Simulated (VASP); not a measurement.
A run of VASP 6.6.1:

File INCAR:

```
SYSTEM = Li
PREC     = Accurate       ! precision mode
ENCUT    = 520            ! plane-wave cutoff, eV
EDIFF    = 1E-8           ! SCF threshold, eV
ISMEAR   = -1             ! smearing method
SIGMA    = 0.08           ! smearing width, eV
LREAL    = .FALSE.        ! projectors in reciprocal space
LASPH    = .TRUE.         ! aspherical terms in the spheres
NELM     = 80             ! most SCF steps
ALGO     = Normal         ! electronic algorithm
ISIF     = 2              ! what is computed and relaxed
LWAVE    = .FALSE.        ! write WAVECAR
LCHARG   = .FALSE.        ! write CHGCAR
GGA      = CA             ! functional
LEFG     = .TRUE.       
NBANDS   = 12             ! bands
```

Contents of KPOINTS:

```
Automatic mesh
0
G
  12 12 12
  0 0 0
```

Contents of POSCAR:

```
Li
1.0
    1.5556501629      0.8981550403      7.6135104842
   -1.5556501629      0.8981550403      7.6135104842
    0.0000000000     -1.7963100807      7.6135104842
Li
3
Direct
    0.0000000000      0.0000000000      0.0000000000
    0.2220000000      0.2220000000      0.2220000000
    0.7780000000      0.7780000000      0.7780000000
```

Potentials or basis: VASP PAW LDA potentials, release 64 (Li_sv).

Launch:

```console
$ cat potpaw_LDA.64/Li_sv/POTCAR > POTCAR
$ mpirun -np 1 vasp_std > vasp.out
```

Hardware: 1 thread of Intel Xeon 8259CL, on a shared host.

Task: How long does it take, and how much memory?

Result: It took 20 min on 1 thread of Intel Xeon 8259CL, on a shared host, peak memory 0.39 GiB. Counts: scf iterations 12, k points 189.
